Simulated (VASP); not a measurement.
## BAs: single point with PBE

BAs, a wire with vacuum:

```xyz
4
Lattice="11.0000 0.0000 0.0000 0.0000 9.3000 0.0000 0.0000 0.0000 3.9532" Properties=species:S:1:pos:R:3 pbc="T T T"
B     4.5951    4.6500    0.0000
B     6.4049    4.6500    1.9766
As    4.3712    4.6500    1.9766
As    6.6288    4.6500    0.0000
```

| Quantity | Value |
| --- | --- |
| Program | VASP 6.6.1 |
| Task | single point |
| Functional | PBE |
| Potentials or basis | VASP PAW PBE potentials, release 64 (B, As) |
| Cutoff | 520 eV |
| k mesh | 1 × 1 × 17 |
| Occupations | gaussian, width 0.05 eV |
| Spin | collinear spin |
| Starting moments | [0.5, 0.5, 0.5, 0.5] μB |

```
Largest force                                         : 0.060 eV/Å
Band gap on the k mesh                                : 0.79 eV (least direct gap 0.89 eV)
Net moment                                            : 0.00 μB per cell
Valence electrons inside the program's atomic spheres : B 1.71; As 2.88
```

Forces in eV/Å, atoms in the order of the input:
```
B   -0.038  0.000  0.000
B    0.038  0.000  0.000
As  -0.060  0.000  0.000
As   0.060  0.000  0.000
```

Levels at points of the mesh, in eV from the valence-band top:
Spin up:
| k point | band 4 | band 5 | band 6 | band 7 | band 8 | band 9 | band 10 | band 11 | band 12 | band 13 |
| --- | --- | --- | --- | --- | --- | --- | --- | --- | --- | --- |
| (0.00, 0.00, 0.00) | -4.36 | -3.55 | -3.45 | -3.22 | -0.65 | 0.79 | 2.02 | 3.58 | 3.74 | 3.87 |
Spin down:
```csv
k point,band 6,band 7,band 8,band 9,band 10,band 11
"(0.00, 0.00, 0.00)",-3.45,-3.22,-0.65,0.79,2.02,3.58
```

It took 6.3 min on 1 thread of AMD EPYC 7R13 (shared host), peak memory 0.55 GiB.
